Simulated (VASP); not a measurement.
# S (Pm-3m) in VASP: notebook

Runs on S. Level: PBEsol. Tasks: single point.

Program: VASP 6.6.1. These are calculated values, not measurements. Logs are shortened: lines on timing, memory, paths and dates and some standing lists are left out, and cuts for length are marked.

## (1) The cell of the first run

The structure is cubic, space group Pm-3m (No. 221). The conventional cell has a = 1.948 Å, b = 1.948 Å, c = 1.948 Å, α = 90.00°, β = 90.00°, γ = 90.00°. S (site symmetry m-3m) has 6 S at 1.95 Å within 2.6 Å.

This isn't the form of S at room conditions, which is orthorhombic, of S8 rings.

## (2) Single point, PBEsol

The input, INCAR:

```
SYSTEM = S
PREC     = Accurate       ! precision mode
ENCUT    = 500            ! plane-wave cutoff, eV
EDIFF    = 1E-6           ! SCF threshold, eV
ISMEAR   = -1             ! smearing method
SIGMA    = 0.08           ! smearing width, eV
LREAL    = .FALSE.        ! projectors in reciprocal space
LASPH    = .TRUE.         ! aspherical terms in the spheres
NELM     = 120            ! most SCF steps
ALGO     = Normal         ! electronic algorithm
ISIF     = 2              ! what is computed and relaxed
LWAVE    = .FALSE.        ! write WAVECAR
LCHARG   = .FALSE.        ! write CHGCAR
GGA      = PS             ! functional
NBANDS   = 9              ! bands
GGA_COMPAT= .FALSE.
```

The input, KPOINTS:

```
Automatic mesh
0
G
  18 18 18
  0 0 0
```

The input, POSCAR:

```
S
1.0
    1.9476039621      0.0000000000      0.0000000000
    0.0000000000      1.9476039621      0.0000000000
    0.0000000000      0.0000000000      1.9476039621
S
1
Direct
    0.0000000000      0.0000000000      0.0000000000
```

Potentials or basis: VASP PAW PBE potentials, release 64 (S).

The run is started by

```sh
> cat potpaw_PBE.64/S/POTCAR > POTCAR
> mpirun -np 1 vasp_std > vasp.out
```

OUTCAR:

```text
SYSTEM = S
   PREC = Accurate
   ENCUT = 500
   EDIFF = 1E-6
   ISMEAR = -1
   LREAL = .FALSE.
   LASPH = .TRUE.
   NELM = 120
   ISIF = 2
   GGA = PS

 ion  position               nearest neighbor table
   1  0.000  0.000  0.000-

  LATTYP: Found a simple cubic cell.
 ALAT       =     1.9476039621

  Lattice vectors:

 A1 = (   1.9476039621,   0.0000000000,   0.0000000000)
 A2 = (   0.0000000000,   1.9476039621,   0.0000000000)
 A3 = (   0.0000000000,   0.0000000000,   1.9476039621)

Analysis of symmetry for initial positions (statically):
=====================================================================
 Subroutine PRICEL returns:
 Original cell was already a primitive cell.

 Routine SETGRP: Setting up the symmetry group for a
 simple cubic supercell.

 Subroutine GETGRP returns: Found 48 space group operations
 (whereof 48 operations were pure point group operations)
 out of a pool of 48 trial point group operations.

The static configuration has the point symmetry O_h .

Analysis of symmetry for dynamics (positions and initial velocities):
=====================================================================
 Subroutine PRICEL returns:
 Original cell was already a primitive cell.

 Routine SETGRP: Setting up the symmetry group for a
 simple cubic supercell.

 Subroutine GETGRP returns: Found 48 space group operations
 (whereof 48 operations were pure point group operations)
 out of a pool of 48 trial point group operations.

The dynamic configuration has the point symmetry O_h .

 Subroutine INISYM returns: Found 48 space group operations
 (whereof 48 operations are pure point group operations),
 and found     1 'primitive' translations

----------------------------------------------------------------------------------------

                                     Primitive cell

  volume of cell :       7.3876

  direct lattice vectors                    reciprocal lattice vectors
     1.947603962  0.000000000  0.000000000     0.513451410  0.000000000  0.000000000
     0.000000000  1.947603962  0.000000000     0.000000000  0.513451410  0.000000000
     0.000000000  0.000000000  1.947603962     0.000000000  0.000000000  0.513451410

  length of vectors
     1.947603962  1.947603962  1.947603962     0.513451410  0.513451410  0.513451410

  position of ions in fractional coordinates (direct lattice)
     0.000000000  0.000000000  0.000000000

  ion indices of the primitive-cell ions
   primitive index   ion index
                 1           1

----------------------------------------------------------------------------------------

 KPOINTS: Automatic mesh

Automatic generation of k-mesh.
 Grid dimensions read from file:
 generate k-points for:   18   18   18

 Generating k-lattice:

  Cartesian coordinates                     Fractional coordinates (reciprocal lattice)
     0.028525078  0.000000000  0.000000000     0.055555556  0.000000000  0.000000000
     0.000000000  0.028525078  0.000000000     0.000000000  0.055555556  0.000000000
     0.000000000  0.000000000  0.028525078     0.000000000  0.000000000  0.055555556

  Length of vectors
     0.028525078  0.028525078  0.028525078

  Shift w.r.t. Gamma in fractional coordinates (k-lattice)
     0.000000000  0.000000000  0.000000000

 Subroutine IBZKPT returns following result:
 ===========================================

 Found    220 irreducible k-points:

 Following reciprocal coordinates:
            Coordinates               Weight
  0.000000  0.000000  0.000000      1.000000
  0.055556  0.000000  0.000000      6.000000
  0.111111  0.000000  0.000000      6.000000
  0.166667  0.000000  0.000000      6.000000
  0.222222  0.000000  0.000000      6.000000
  0.277778  0.000000  0.000000      6.000000
[... 16 lines left out ...]
  0.277778  0.111111  0.000000     24.000000
  0.333333  0.111111  0.000000     24.000000
 [... further k-points ...]
   k-points           NKPTS =    220   k-points in BZ     NKDIM =    220   number of bands    NBANDS=      9
   number of dos      NEDOS =    301   number of ions     NIONS =      1
   total plane-waves  NPLWV =   2744
   dimension x,y,z NGX =    14 NGY =   14 NGZ =   14
   dimension x,y,z NGXF=    28 NGYF=   28 NGZF=   28
   ions per type =               1
   NGX,Y,Z   is equivalent  to a cutoff of  11.95, 11.95, 11.95 a.u.
   NGXF,Y,Z  is equivalent  to a cutoff of  23.90, 23.90, 23.90 a.u.
 SYSTEM =  S
   PREC   = accura    normal or accurate (medium, high low for compatibility)
   ISTART =      0    job   : 0-new  1-cont  2-samecut
   ICHARG =      2    charge: 1-file 2-atom 10-const
   ISPIN  =      1    spin polarized calculation?
   LNONCOLLINEAR =      F non collinear calculations
   LSORBIT =      F    spin-orbit coupling
   LASPH  =      T    aspherical Exc in radial PAW
   ENCUT  =  500.0 eV  36.75 Ry    6.06 a.u.   3.55  3.55  3.55*2*pi/ulx,y,z
   NELM   =    120;   NELMIN=  2; NELMDL= -5     # of ELM steps
   EDIFF  = 0.1E-05   stopping-criterion for ELM
   LREAL  =      F    real-space projection
   EDIFFG = 0.1E-04   stopping-criterion for IOM
   NSW    =      0    number of steps for IOM
   IBRION =     -1    ionic relax: 0-MD 1-quasi-New 2-CG
   NFREE  =      0    steps in history (QN), initial steepest desc. (CG)
   ISIF   =      2    stress and relaxation
   ISYM   =      2    0-nonsym 1-usesym 2-fastsym
   POTIM  = 0.5000    time-step for ionic-motion
   TEBEG  =    0.0;   TEEND  =   0.0 temperature during run
   PSTRESS=    0.0 pullay stress
   NELECT =       6.0000    total number of electrons
   NUPDOWN=      -1.0000    fix difference up-down
   EMIN   =  10.00;   EMAX   =-10.00  energy-range for DOS
   EFERMI =   0.00;   METHOD = LEGACY
   ISMEAR =    -1;   SIGMA  =   0.08  broadening in eV -4-tet -1-fermi 0-gaus
   EFERMI_NEDOS =   21; number of points for ismear=-14 and -15
   IALGO  =     38    algorithm
   IMIX   =      4    mixing-type and parameters
     AMIX     =   0.40;   BMIX     =  1.00
     AMIX_MAG =   1.60;   BMIX_MAG =  1.00
  volume/ion in A,a.u.               =       7.39        49.85
  Fermi-wavevector in a.u.,A,eV,Ry     =   1.527418  2.886402 31.742474  2.333006
  Thomas-Fermi vector in A             =   2.635317
   LORBIT       =      0    0 simple, 1 ext, 2 COOP (PROOUT), +10 PAW based schemes
   GGA     = PS    functional components
   LHFCALC =     F    Hartree Fock is set to
   AEXX    =    0.0000 exact exchange contribution
   IVDW    =     0    specifies the selected vdW correction
   LEPSILON=     F    determine dielectric tensor
   LRPA    =     F    only Hartree local field effects (RPA)
 non-spin polarized calculation
  energy-cutoff  :      500.00
  volume of cell :        7.39
 maximum number of plane-waves:       197
   NGX =  7   NGY =  7   NGZ =  7

 number of electron       6.0000002 magnetization

 Free energy of the ion-electron system (eV)
  ---------------------------------------------------
  ext. energy  EPLUGINS =         0.00000000
  ---------------------------------------------------
  free energy    TOTEN  =         0.02321475 eV

  energy without entropy =        0.03130046  energy(sigma->0) =        0.02725760

 E-fermi :  23.2757     XC(G=0): -14.9378

 val. band max:       23.2630024863   @ k =   0.5000   0.5000   0.4444
 cond. band min:      23.2907858065   @ k =   0.5000   0.1667   0.1667
 fundamental gap:      0.0277833202
 Fermi energy:        23.2756969067

 k-point     1 :       0.0000    0.0000    0.0000
  band No.  band energies     occupation
      1      -5.7250      2.00000
      2      27.0240      0.00000
      3      27.0240      0.00000
      4      28.1620      0.00000
      5      28.1620      0.00000
      6      28.1620      0.00000
      7      43.7321      0.00000
      8      56.6904      0.00000
      9      56.6904      0.00000

 k-point     2 :       0.0556    0.0000    0.0000
  band No.  band energies     occupation
      1      -5.6123      2.00000
      2      24.4458      0.00000
      3      27.1145      0.00000
      4      28.2541      0.00000
      5      28.2541      0.00000
      6      30.6594      0.00000
      7      44.0444      0.00000
      8      55.7567      0.00000
      9      55.7620      0.00000

 k-point     3 :       0.1111    0.0000    0.0000
  band No.  band energies     occupation
      1      -5.2748      2.00000
      2      21.3912      2.00000
      3      27.3824      0.00000
      4      28.5296      0.00000
      5      28.5296      0.00000
      6      33.4325      0.00000
      7      45.0018      0.00000
      8      53.5834      0.00000
      9      53.5834      0.00000

 k-point     4 :       0.1667    0.0000    0.0000
  band No.  band energies     occupation
      1      -4.7139      2.00000
      2      18.3960      2.00000
      3      27.8168      0.00000
      4      28.9866      0.00000
      5      28.9866      0.00000
      6      35.8725      0.00000
      7      46.6099      0.00000
      8      50.9841      0.00000
      9      50.9841      0.00000

 k-point     5 :       0.2222    0.0000    0.0000
  band No.  band energies     occupation
      1      -3.9329      2.00000
      2      15.5130      2.00000
      3      28.3961      0.00000
      4      29.6197      0.00000
      5      29.6197      0.00000
      6      37.9244      0.00000
      7      48.3413      0.00000
      8      48.3413      0.00000
      9      48.6917      0.00000

 k-point     6 :       0.2778    0.0000    0.0000
  band No.  band energies     occupation
      1      -2.9365      2.00000
      2      12.7731      2.00000
      3      29.0832      0.00000
      4      30.4183      0.00000
      5      30.4183      0.00000
      6      39.6711      0.00000
      7      45.8165      0.00000
      8      45.8165      0.00000
      9      50.6780      0.00000
[... 169 lines left out ...]
 k-point    21 :       0.1667    0.1111    0.0000
  band No.  band energies     occupation
      1      -4.2654      2.00000
      2      18.5463      2.00000
      3      22.8681      1.98783
      4      29.3520      0.00000
      5      32.1889      0.00000
      6      38.3388      0.00000
      7      45.8076      0.00000
      8      48.9112      0.00000
      9      51.2621      0.00000

 k-point    22 :       0.2222    0.1111    0.0000
  band No.  band energies     occupation
      1      -3.4857      2.00000
      2      15.8160      2.00000
      3      23.3843      0.40925
      4      29.9834      0.00000
      5      32.8838      0.00000
      6      40.3061      0.00000
      7      44.1883      0.00000
      8      48.6515      0.00000
      9      49.8285      0.00000

 k-point    23 :       0.2778    0.1111    0.0000
  band No.  band energies     occupation
      1      -2.4913      2.00000
      2      13.1338      2.00000
      3      24.1425      0.00004
      4      30.7794      0.00000
      5      33.6097      0.00000
      6      40.7565      0.00000
      7      43.2173      0.00000
      8      46.1441      0.00000
      9      51.4068      0.00000

 k-point    24 :       0.3333    0.1111    0.0000
  band No.  band energies     occupation
      1      -1.2907      2.00000
      2      10.5907      2.00000
      3      25.0413      0.00000
      4      31.7155      0.00000
      5      34.2941      0.00000
      6      39.1404      0.00000
      7      43.8393      0.00000
      8      44.1904      0.00000
      9      51.7866      0.00000

 [... further k-points ...]

------------------------ aborting loop because EDIFF is reached ----------------------------------------

  FORCE on cell =-STRESS in cart. coord.  units (eV):
  Direction    XX          YY          ZZ          XY          YZ          ZX
  --------------------------------------------------------------------------------------
  -------------------------------------------------------------------------------------
  Total       11.4183263     11.4183263     11.4183263     -0.0000000      0.0000000     -0.0000000
  in kB     2476.3446310   2476.3446310   2476.3446310     -0.0000000      0.0000000     -0.0000000
  external PRESSURE =    2476.3446310 kB  Pullay stress =       0.0000000 kB

 VOLUME and BASIS-vectors are now :
 -----------------------------------------------------------------------------
  energy-cutoff  :      500.00
  volume of cell :        7.39
      direct lattice vectors                 reciprocal lattice vectors
     1.947603962  0.000000000  0.000000000     0.513451410  0.000000000  0.000000000
     0.000000000  1.947603962  0.000000000     0.000000000  0.513451410  0.000000000
     0.000000000  0.000000000  1.947603962     0.000000000  0.000000000  0.513451410

 POSITION                                       TOTAL-FORCE (eV/Angst)
 -----------------------------------------------------------------------------------
      0.00000      0.00000      0.00000         0.000000      0.000000      0.000000
 -----------------------------------------------------------------------------------
    total drift:                                0.000000      0.000000      0.000000

  FREE ENERGIE OF THE ION-ELECTRON SYSTEM (eV)
  ---------------------------------------------------
  free  energy   TOTEN  =         0.0232147464 eV

  energy  without entropy=        0.0313004621  energy(sigma->0) =        0.02725760
```

It took 2.5 s on 1 thread of Intel Xeon 6975P-C (Granite Rapids), shared host; peak memory 0.11 GiB.

Results:

```
Free energy            : 0.0232 eV
Pressure               : 247.6 GPa
Band gap on the k mesh : zero (bands 3 and 4 overlap by 13.48 eV)
```

Caveat: the cell stands under pressure; the PAW data sets were made with another functional, which shifts forces and pressure a little.

## (3) Single point, PBEsol

The input, INCAR:

```
PREC = Accurate
ENCUT = 500
EDIFF = 1E-6
ISMEAR = -1
SIGMA = 0.08
LREAL = False
LASPH = True
NELM = 120
ALGO = Normal
ISIF = 2
LWAVE = False
LCHARG = True
GGA = PS
LELF = True
LVHAR = True
NBANDS = 9
GGA_COMPAT = False
```

The input, KPOINTS:

```
regular mesh
0
Gamma
  18 18 18
```

The input, POSCAR:

```
S
1.0
    1.9478109784      0.0000000000      0.0000000000
    0.0000000000      1.9478109784      0.0000000000
    0.0000000000      0.0000000000      1.9478109784
S
1
Direct
    0.0000000000      0.0000000000      0.0000000000
```

Potentials or basis: VASP PAW PBE potentials, release 64 (S).

The run is started by

```sh
> cat potpaw_PBE.64/S/POTCAR > POTCAR
> mpirun -np 1 vasp_std > vasp.out
```

Run time: 2.6 s. Hardware: 1 thread of Intel Xeon 6975P-C (Granite Rapids), shared host; peak memory 0.11 GiB.

It converged, with:

| Item | Value |
| --- | --- |
| Free energy | 0.0196 eV |
| Pressure | 247.3 GPa |
| Band gap on the k mesh | zero (bands 3 and 4 overlap by 13.48 eV) |

Levels at points of the mesh, in eV from the Fermi level:
```
           k point  band 1  band 2  band 3  band 4  band 5  band 6  band 7
(0.00, 0.00, 0.00)  -29.00    3.75    3.75    4.88    4.88    4.88   20.45
(0.50, 0.00, 0.00)  -21.12  -18.73    7.92   10.46   10.46   16.04   16.04
(0.50, 0.50, 0.00)  -12.72  -12.72  -12.21   -5.56   15.90   20.33   20.33
(0.50, 0.50, 0.50)   -7.11   -7.11   -7.11    0.35    0.35    0.35    1.07
```

Caveat: the cell stands under pressure; the PAW data sets were made with another functional, which shifts forces and pressure a little.
